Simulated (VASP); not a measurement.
Crystal: InP.

```
CELL_PARAMETERS angstrom
0.00000 2.85500 2.85500
2.85500 0.00000 2.85500
2.85500 2.85500 0.00000
ATOMIC_POSITIONS crystal
In 0.00000 0.00000 0.00000
P 0.50000 0.50000 0.50000
```

- Program: VASP 6.6.1
- Task: relaxation of cell and atoms
- Functional: PBEsol
- Potentials or basis: VASP PAW PBE potentials, release 64 (In_d, P)
- Cutoff: 600 eV
- k mesh: 12 × 12 × 12
- Occupations: gaussian, width 0.1 eV
- Spin: no spin polarisation

At the start: pressure -8.2 GPa; volume 23.27 Å³/atom.

Task: Where does the relaxation end?

Result: Over 3 steps the energy falls by 86.2 meV/atom and the volume is 20.33 Å³/atom (-12.7 %); space group Fm-3m (No. 225, to 0.05 Å).

Step by step:
```tsv
step	energy change (eV)	largest force (eV/Å)	pressure (GPa)	volume (Å³)
1	0.0000	0.0000	-8.20	46.54
2	-0.1524	0.0000	4.01	38.97
3	-0.1724	0.0000	0.00	40.65
```

Final structure:
```cif
data_structure
_symmetry_space_group_name_H-M 'P 1'
_symmetry_Int_Tables_number 1
_cell_length_a 3.8595
_cell_length_b 3.8595
_cell_length_c 3.8595
_cell_angle_alpha 60.000
_cell_angle_beta 60.000
_cell_angle_gamma 60.000
_cell_volume 40.65
loop_
_atom_site_label
_atom_site_type_symbol
_atom_site_fract_x
_atom_site_fract_y
_atom_site_fract_z
_atom_site_occupancy
In1 In 0.00000 0.00000 0.00000 1
P1 P 0.50000 0.50000 0.50000 1
```

Caveat: the PAW data sets were made with another functional, which shifts forces and pressure a little; the volume moved by -13 % from the deposited cell, more than functionals usually miss.
